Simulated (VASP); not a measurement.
# Pb (Fmmm) in VASP: further runs

The runs below take Pb through single point, with PBEsol.

All numbers are computed with VASP 6.6.1; they aren't measurements. Logs are shortened: lines on timing, memory, paths and dates and some standing lists are left out, and cuts for length are marked.

## (1) The cell of the first run

The structure is orthorhombic, space group Fmmm (No. 69). The conventional cell has a = 4.643 Å, b = 4.940 Å, c = 5.236 Å, α = 90.00°, β = 90.00°, γ = 90.00°. Within 4.7 Å of Pb (site symmetry mmm) lie 14 Pb at 3.39 to 4.64 Å.

## (2) Single point, PBEsol (strain -0.0600 x Voigt [1, -1, 0, 0, 0, 0])

File INCAR:

```
SYSTEM = Pb
  PREC = Accurate
  ENCUT = 520
  EDIFF = 1E-6
  ISMEAR = 0
  SIGMA = 0.15
  LREAL = .False.
  LASPH = .True.
  NELM = 80
  ALGO = Fast
  ISIF = 2
  LWAVE = .False.
  LCHARG = .False.
  GGA = PS
  NBANDS = 13
```

File KPOINTS:

```
regular mesh
0
Gamma
  16 16 16
  0 0 0
```

File POSCAR:

```
Pb
1.0
    0.0000000000      2.6179880000      2.4698000000
    2.3216120000      0.0000000000      2.4698000000
    2.3216120000      2.6179880000      0.0000000000
Pb
1
Direct
    0.0000000000      0.0000000000      0.0000000000
```

Potentials or basis: VASP PAW PBE potentials, release 64 (Pb_d).

On the command line:

```bash
$ cat potpaw_PBE.64/Pb_d/POTCAR > POTCAR
$ mpirun -np 1 vasp_std > vasp.out
```

OUTCAR:

```text
SYSTEM = Pb
   PREC = Accurate
   ENCUT = 520
   EDIFF = 1E-6
   ISMEAR = 0
   LREAL = .False.
   LASPH = .True.
   NELM = 80
   ISIF = 2
   GGA = PS

 ion  position               nearest neighbor table
   1  0.000  0.000  0.000-

  LATTYP: Found a face centered orthorhombic cell.
 ALAT       =     4.6432240000
 B/A-ratio  =     1.0638297872
 C/A-ratio  =     1.1276595745

  Lattice vectors:

 A1 = (   0.0000000000,   2.6179880000,  -2.4698000000)
 A2 = (   2.3216120000,   2.6179880000,   0.0000000000)
 A3 = (   2.3216120000,   0.0000000000,  -2.4698000000)

Analysis of symmetry for initial positions (statically):
=====================================================================
 Subroutine PRICEL returns:
 Original cell was already a primitive cell.

 Routine SETGRP: Setting up the symmetry group for a
 face centered orthorhombic supercell.

 Subroutine GETGRP returns: Found  8 space group operations
 (whereof  8 operations were pure point group operations)
 out of a pool of  8 trial point group operations.

The static configuration has the point symmetry D_2h.

Analysis of symmetry for dynamics (positions and initial velocities):
=====================================================================
 Subroutine PRICEL returns:
 Original cell was already a primitive cell.

 Routine SETGRP: Setting up the symmetry group for a
 face centered orthorhombic supercell.

 Subroutine GETGRP returns: Found  8 space group operations
 (whereof  8 operations were pure point group operations)
 out of a pool of  8 trial point group operations.

The dynamic configuration has the point symmetry D_2h.

 Subroutine INISYM returns: Found  8 space group operations
 (whereof  8 operations are pure point group operations),
 and found     1 'primitive' translations

----------------------------------------------------------------------------------------

                                     Primitive cell

  volume of cell :      30.0227

  direct lattice vectors                    reciprocal lattice vectors
     0.000000000  2.617988000  2.469800000    -0.215367598  0.190986361  0.202445542
     2.321612000  0.000000000  2.469800000     0.215367598 -0.190986361  0.202445542
     2.321612000  2.617988000  0.000000000     0.215367598  0.190986361 -0.202445542

  length of vectors
     3.599135064  3.389659912  3.499106093     0.351913611  0.351913611  0.351913611

  position of ions in fractional coordinates (direct lattice)
     0.000000000  0.000000000  0.000000000

  ion indices of the primitive-cell ions
   primitive index   ion index
                 1           1

----------------------------------------------------------------------------------------

 KPOINTS: regular mesh

Automatic generation of k-mesh.
 Grid dimensions read from file:
 generate k-points for:   16   16   16

 Generating k-lattice:

  Cartesian coordinates                     Fractional coordinates (reciprocal lattice)
    -0.013460475  0.011936648  0.012652846     0.062500000  0.000000000  0.000000000
     0.013460475 -0.011936648  0.012652846     0.000000000  0.062500000 -0.000000000
     0.013460475  0.011936648 -0.012652846     0.000000000 -0.000000000  0.062500000

  Length of vectors
     0.021994601  0.021994601  0.021994601

  Shift w.r.t. Gamma in fractional coordinates (k-lattice)
     0.000000000  0.000000000  0.000000000

 Subroutine IBZKPT returns following result:
 ===========================================

 Found    621 irreducible k-points:

 Following reciprocal coordinates:
            Coordinates               Weight
  0.000000  0.000000  0.000000      1.000000
  0.062500  0.000000  0.000000      8.000000
  0.125000  0.000000  0.000000      8.000000
  0.187500  0.000000 -0.000000      8.000000
  0.250000  0.000000  0.000000      8.000000
  0.312500  0.000000  0.000000      8.000000
[... 16 lines left out ...]
 -0.125000  0.062500  0.000000      8.000000
 -0.062500  0.062500  0.000000      4.000000
 [... further k-points ...]
   k-points           NKPTS =    621   k-points in BZ     NKDIM =    621   number of bands    NBANDS=     13
   number of dos      NEDOS =    301   number of ions     NIONS =      1
   total plane-waves  NPLWV =  21952
   dimension x,y,z NGX =    28 NGY =   28 NGZ =   28
   dimension x,y,z NGXF=    56 NGYF=   56 NGZF=   56
   ions per type =               1
   NGX,Y,Z   is equivalent  to a cutoff of  12.93, 13.73, 13.30 a.u.
   NGXF,Y,Z  is equivalent  to a cutoff of  25.87, 27.47, 26.61 a.u.
 SYSTEM =  Pb
   PREC   = accura    normal or accurate (medium, high low for compatibility)
   ISTART =      0    job   : 0-new  1-cont  2-samecut
   ICHARG =      2    charge: 1-file 2-atom 10-const
   ISPIN  =      1    spin polarized calculation?
   LNONCOLLINEAR =      F non collinear calculations
   LSORBIT =      F    spin-orbit coupling
   LASPH  =      T    aspherical Exc in radial PAW
   ENCUT  =  520.0 eV  38.22 Ry    6.18 a.u.   6.69  6.30  6.51*2*pi/ulx,y,z
   NELM   =     80;   NELMIN=  2; NELMDL= -5     # of ELM steps
   EDIFF  = 0.1E-05   stopping-criterion for ELM
   LREAL  =      F    real-space projection
   EDIFFG = 0.1E-04   stopping-criterion for IOM
   NSW    =      0    number of steps for IOM
   IBRION =     -1    ionic relax: 0-MD 1-quasi-New 2-CG
   NFREE  =      0    steps in history (QN), initial steepest desc. (CG)
   ISIF   =      2    stress and relaxation
   ISYM   =      2    0-nonsym 1-usesym 2-fastsym
   POTIM  = 0.5000    time-step for ionic-motion
   TEBEG  =    0.0;   TEEND  =   0.0 temperature during run
   PSTRESS=    0.0 pullay stress
   NELECT =      14.0000    total number of electrons
   NUPDOWN=      -1.0000    fix difference up-down
   EMIN   =  10.00;   EMAX   =-10.00  energy-range for DOS
   EFERMI =   0.00;   METHOD = LEGACY
   ISMEAR =     0;   SIGMA  =   0.15  broadening in eV -4-tet -1-fermi 0-gaus
   EFERMI_NEDOS =   21; number of points for ismear=-14 and -15
   IALGO  =     68    algorithm
   IMIX   =      4    mixing-type and parameters
     AMIX     =   0.40;   BMIX     =  1.00
     AMIX_MAG =   1.60;   BMIX_MAG =  1.00
  volume/ion in A,a.u.               =      30.02       202.60
  Fermi-wavevector in a.u.,A,eV,Ry     =   1.269505  2.399017 21.927740  1.611643
  Thomas-Fermi vector in A             =   2.402543
   LORBIT       =      0    0 simple, 1 ext, 2 COOP (PROOUT), +10 PAW based schemes
   GGA     = PS    functional components
   LHFCALC =     F    Hartree Fock is set to
   AEXX    =    0.0000 exact exchange contribution
   IVDW    =     0    specifies the selected vdW correction
   LEPSILON=     F    determine dielectric tensor
   LRPA    =     F    only Hartree local field effects (RPA)
 non-spin polarized calculation
 RMM-DIIS sequential band-by-band and
 Gauss-broadening in eV      SIGMA  =   0.15
  energy-cutoff  :      520.00
  volume of cell :       30.02
 maximum number of plane-waves:       827
   NGX = 13   NGY = 13   NGZ = 13

 number of electron      13.9999997 magnetization

 Free energy of the ion-electron system (eV)
  ---------------------------------------------------
  ext. energy  EPLUGINS =         0.00000000
  ---------------------------------------------------
  free energy    TOTEN  =        -3.99311975 eV

  energy without entropy =       -3.98722099  energy(sigma->0) =       -3.99017037

 E-fermi :   7.2442     XC(G=0): -10.3884

 val. band max:        7.2402472757   @ k =  -0.1250   0.1875   0.2500
 cond. band min:       7.2489539071   @ k =  -0.2500   0.3125   0.3125
 fundamental gap:      0.0087066314
 Fermi energy:         7.2442002370

 k-point     1 :       0.0000    0.0000    0.0000
  band No.  band energies     occupation
      1      -9.8648      2.00000
      2      -9.7763      2.00000
      3      -9.7145      2.00000
      4      -9.7056      2.00000
      5      -9.5849      2.00000
      6      -4.6283      2.00000
      7      14.6105      0.00000
      8      14.7683      0.00000
      9      14.7698      0.00000
     10      17.0947      0.00000
     11      18.7028      0.00000
     12      19.7481      0.00000
     13      19.7796      0.00000

 k-point     2 :       0.0625    0.0000    0.0000
  band No.  band energies     occupation
      1      -9.8584      2.00000
      2      -9.7729      2.00000
      3      -9.7130      2.00000
      4      -9.7036      2.00000
      5      -9.5873      2.00000
      6      -4.5519      2.00000
      7      13.7458      0.00000
      8      14.5859      0.00000
      9      14.6447      0.00000
     10      16.8986      0.00000
     11      19.1425      0.00000
     12      19.4281      0.00000
     13      20.0458      0.00000

 k-point     3 :       0.1250    0.0000    0.0000
  band No.  band energies     occupation
      1      -9.8432      2.00000
      2      -9.7675      2.00000
      3      -9.7084      2.00000
      4      -9.6927      2.00000
      5      -9.5928      2.00000
      6      -4.3225      2.00000
      7      11.8924      0.00000
      8      14.1877      0.00000
      9      14.4806      0.00000
     10      16.6418      0.00000
     11      18.8330      0.00000
     12      19.7984      0.00000
     13      20.4908      0.00000

 k-point     4 :       0.1875    0.0000   -0.0000
  band No.  band energies     occupation
      1      -9.8284      2.00000
      2      -9.7699      2.00000
      3      -9.7006      2.00000
      4      -9.6647      2.00000
      5      -9.5962      2.00000
      6      -3.9402      2.00000
      7       9.9099      0.00000
      8      13.6551      0.00000
      9      14.2743      0.00000
     10      16.4408      0.00000
     11      18.2292      0.00000
     12      19.9734      0.00000
     13      20.5975      0.00000

 k-point     5 :       0.2500    0.0000    0.0000
  band No.  band energies     occupation
      1      -9.8208      2.00000
      2      -9.7810      2.00000
      3      -9.6975      2.00000
      4      -9.6194      2.00000
      5      -9.5892      2.00000
      6      -3.4091      2.00000
      7       7.9963      0.00000
      8      13.1067      0.00000
      9      14.0520      0.00000
     10      16.3033      0.00000
     11      17.7170      0.00000
     12      19.3212      0.00000
     13      21.3965      0.00000
[... 257 lines left out ...]
 k-point    22 :      -0.1875    0.0625    0.0000
  band No.  band energies     occupation
      1      -9.8273      2.00000
      2      -9.7628      2.00000
      3      -9.7007      2.00000
      4      -9.6527      2.00000
      5      -9.5921      2.00000
      6      -3.7107      2.00000
      7       9.2681      0.00000
      8      12.6028      0.00000
      9      14.1262      0.00000
     10      16.8493      0.00000
     11      17.7686      0.00000
     12      20.1309      0.00000
     13      20.9172      0.00000

 k-point    23 :      -0.1250    0.0625    0.0000
  band No.  band energies     occupation
      1      -9.8413      2.00000
      2      -9.7548      2.00000
      3      -9.7100      2.00000
      4      -9.6829      2.00000
      5      -9.5938      2.00000
      6      -4.1432      2.00000
      7      11.1749      0.00000
      8      13.0902      0.00000
      9      14.5020      0.00000
     10      16.8841      0.00000
     11      18.2172      0.00000
     12      19.6686      0.00000
     13      20.3547      0.00000

 k-point    24 :      -0.0625    0.0625    0.0000
  band No.  band energies     occupation
      1      -9.8547      2.00000
      2      -9.7599      2.00000
      3      -9.7142      2.00000
      4      -9.6995      2.00000
      5      -9.5897      2.00000
      6      -4.4241      2.00000
      7      12.8670      0.00000
      8      13.7788      0.00000
      9      14.6783      0.00000
     10      16.8581      0.00000
     11      18.8018      0.00000
     12      19.3604      0.00000
     13      19.9685      0.00000

 [... further k-points ...]

------------------------ aborting loop because EDIFF is reached ----------------------------------------

  FORCE on cell =-STRESS in cart. coord.  units (eV):
  Direction    XX          YY          ZZ          XY          YZ          ZX
  --------------------------------------------------------------------------------------
  -------------------------------------------------------------------------------------
  Total        0.1478745     -0.1436428      0.0105962      0.0000000      0.0000000     -0.0000000
  in kB        7.8914119     -7.6655837      0.5654753      0.0000000      0.0000000     -0.0000000
  external PRESSURE =       0.2637678 kB  Pullay stress =       0.0000000 kB

 VOLUME and BASIS-vectors are now :
 -----------------------------------------------------------------------------
  energy-cutoff  :      520.00
  volume of cell :       30.02
      direct lattice vectors                 reciprocal lattice vectors
     0.000000000  2.617988000  2.469800000    -0.215367598  0.190986361  0.202445542
     2.321612000  0.000000000  2.469800000     0.215367598 -0.190986361  0.202445542
     2.321612000  2.617988000  0.000000000     0.215367598  0.190986361 -0.202445542

 POSITION                                       TOTAL-FORCE (eV/Angst)
 -----------------------------------------------------------------------------------
      0.00000      0.00000      0.00000        -0.000000      0.000000      0.000000
 -----------------------------------------------------------------------------------
    total drift:                               -0.000000     -0.000000     -0.000000

  FREE ENERGIE OF THE ION-ELECTRON SYSTEM (eV)
  ---------------------------------------------------
  free  energy   TOTEN  =        -3.9931197510 eV

  energy  without entropy=       -3.9872209869  energy(sigma->0) =       -3.99017037
```

Wall time 2.4 min (1 thread of Intel Xeon 6975P-C (Granite Rapids), shared host); peak memory 0.33 GiB.

Results:

```yaml
Free_energy: -3.9931 eV
Pressure: 0.0 GPa
Band_gap_on_the_k_mesh: zero (bands 7 and 8 overlap by 9.36 eV)
```

Levels at points of the mesh, in eV from the Fermi level:
```csv
k point,band 5,band 6,band 7,band 8,band 9,band 10
"(0.00, 0.00, 0.00)",-16.83,-11.87,7.37,7.52,7.53,9.85
"(0.50, 0.00, 0.00)",-16.72,-8.16,-4.29,4.66,6.30,8.86
"(0.50, 0.50, 0.00)",-16.65,-6.72,-3.38,1.73,2.50,5.43
"(0.50, 0.00, 0.50)",-16.70,-7.43,-3.79,2.62,2.97,6.12
"(0.00, 0.50, 0.50)",-16.67,-6.08,-2.79,1.11,1.52,4.77
```

Caveat: the cell differs from its parent crystal (strain -0.0600 x Voigt [1, -1, 0, 0, 0, 0]); the PAW data sets were made with another functional, which shifts forces and pressure a little; spin-orbit coupling is left out, which moves the levels of the heavy elements.

## (3) Single point, PBEsol (strain -0.0300 x Voigt [1, -1, 0, 0, 0, 0])

File INCAR:

```
  PREC = Accurate
  ENCUT = 520
  EDIFF = 1E-6
  ISMEAR = 0
  SIGMA = 0.15
  LREAL = False
  LASPH = True
  NELM = 80
  ALGO = Fast
  ISIF = 2
  LWAVE = False
  LCHARG = False
  GGA = PS
  NBANDS = 13
```

File KPOINTS:

```
regular mesh
0
Gamma
  16 16 16
```

File POSCAR:

```
Pb
1.0
    0.0000000000      2.5438940000      2.4698000000
    2.3957060000      0.0000000000      2.4698000000
    2.3957060000      2.5438940000      0.0000000000
Pb
1
Direct
    0.0000000000      0.0000000000      0.0000000000
```

Potentials or basis: VASP PAW PBE potentials, release 64 (Pb_d).

On the command line:

```bash
$ cat potpaw_PBE.64/Pb_d/POTCAR > POTCAR
$ mpirun -np 1 vasp_std > vasp.out
```

Wall time 2.2 min (1 thread of Intel Xeon 6975P-C (Granite Rapids), shared host); peak memory 0.34 GiB.

Results (log left out):

```
Free energy            : -4.0006 eV
Pressure               : -0.2 GPa
Band gap on the k mesh : zero (bands 7 and 8 overlap by 9.27 eV)
```

Stress tensor (GPa, compression positive):
```
 0.42  0.00  0.00
 0.00 -0.73  0.00
 0.00  0.00 -0.29
```

Levels at points of the mesh, in eV from the Fermi level:
| k point | band 5 | band 6 | band 7 | band 8 | band 9 | band 10 |
| --- | --- | --- | --- | --- | --- | --- |
| (0.00, 0.00, 0.00) | -16.85 | -11.84 | 7.39 | 7.46 | 7.50 | 9.77 |
| (0.50, 0.00, 0.00) | -16.72 | -8.16 | -4.28 | 5.14 | 5.98 | 9.30 |
| (0.50, 0.50, 0.00) | -16.67 | -6.73 | -3.34 | 1.85 | 2.24 | 5.38 |
| (0.50, 0.00, 0.50) | -16.69 | -7.08 | -3.57 | 2.31 | 2.49 | 5.72 |
| (0.00, 0.50, 0.50) | -16.68 | -6.41 | -3.07 | 1.56 | 1.76 | 5.04 |

Caveat: the cell differs from its parent crystal (strain -0.0300 x Voigt [1, -1, 0, 0, 0, 0]); the PAW data sets were made with another functional, which shifts forces and pressure a little; spin-orbit coupling is left out, which moves the levels of the heavy elements.

## (4) Single point, PBEsol (strain +0.0375 x Voigt [1, -1, 0, 0, 0, 0])

File INCAR:

```
PREC = Accurate
ENCUT = 520
EDIFF = 1E-6
ISMEAR = 0
SIGMA = 0.15
LREAL = False
LASPH = True
NELM = 80
ALGO = Fast
ISIF = 2
LWAVE = False
LCHARG = False
GGA = PS
NBANDS = 13
```

KPOINTS is that of step 3.

File POSCAR:

```
Pb
1.0
    0.0000000000      2.3771825000      2.4698000000
    2.5624175000      0.0000000000      2.4698000000
    2.5624175000      2.3771825000      0.0000000000
Pb
1
Direct
    0.0000000000      0.0000000000      0.0000000000
```

On the command line:

```bash
$ cat potpaw_PBE.64/Pb_d/POTCAR > POTCAR
$ mpirun -np 1 vasp_std > vasp.out
```

It took 2 min on 1 thread of Intel Xeon 6975P-C (Granite Rapids), shared host; peak memory 0.34 GiB.

The run converged. Its results:

| Item | Value |
| --- | --- |
| Free energy | -3.9989 eV |
| Pressure | -0.2 GPa |
| Band gap on the k mesh | zero (bands 7 and 8 overlap by 9.29 eV) |

Stress tensor (GPa, compression positive):
```
-0.75  0.00  0.00
 0.00  0.51  0.00
 0.00  0.00 -0.25
```

Levels at points of the mesh, in eV from the Fermi level:
| k point | band 4 | band 5 | band 6 | band 7 | band 8 | band 9 | band 10 | band 11 |
| --- | --- | --- | --- | --- | --- | --- | --- | --- |
| (0.00, 0.00, 0.00) | -16.91 | -16.84 | -11.85 | 7.38 | 7.47 | 7.51 | 9.79 | 11.41 |
| (0.50, 0.00, 0.00) | -16.75 | -16.72 | -8.16 | -4.28 | 5.02 | 6.07 | 9.21 | 9.38 |
| (0.50, 0.50, 0.00) | -16.74 | -16.67 | -6.73 | -3.35 | 1.82 | 2.30 | 5.39 | 6.69 |
| (0.50, 0.00, 0.50) | -16.71 | -16.68 | -6.32 | -3.01 | 1.45 | 1.70 | 4.97 | 6.26 |
| (0.00, 0.50, 0.50) | -16.72 | -16.69 | -7.17 | -3.63 | 2.38 | 2.61 | 5.82 | 7.07 |

Caveat: the cell differs from its parent crystal (strain +0.0375 x Voigt [1, -1, 0, 0, 0, 0]); the PAW data sets were made with another functional, which shifts forces and pressure a little; spin-orbit coupling is left out, which moves the levels of the heavy elements.

## (5) Summary

| cell | gap on the mesh (eV) | pressure (GPa) |
| --- | --- | --- |
| a = 3.599, b = 3.390, c = 3.499 Å, angles 63.0, 57.0, 60.0°, 1 atom | none | 0.0 |
| a = 3.546, b = 3.441, c = 3.494 Å, angles 61.5, 58.5, 60.0°, 1 atom | none | -0.2 |
| a = 3.428, b = 3.559, c = 3.495 Å, angles 58.1, 61.9, 60.0°, 1 atom | none | -0.2 |

Alike in all rows: task single point; level PBEsol; potentials or basis VASP PAW PBE potentials, release 64 (Pb_d); no spin polarisation; k mesh 16 × 16 × 16; cutoff (eV) 520; smearing gaussian 0.15 eV.

Caveats: the PAW data sets were made with another functional, which shifts forces and pressure a little; spin-orbit coupling is left out, which moves the levels of the heavy elements.

Absolute energies hang on the potentials; compare differences alone.

The gap in the log of VASP goes by the Fermi energy; the results here count the filled bands.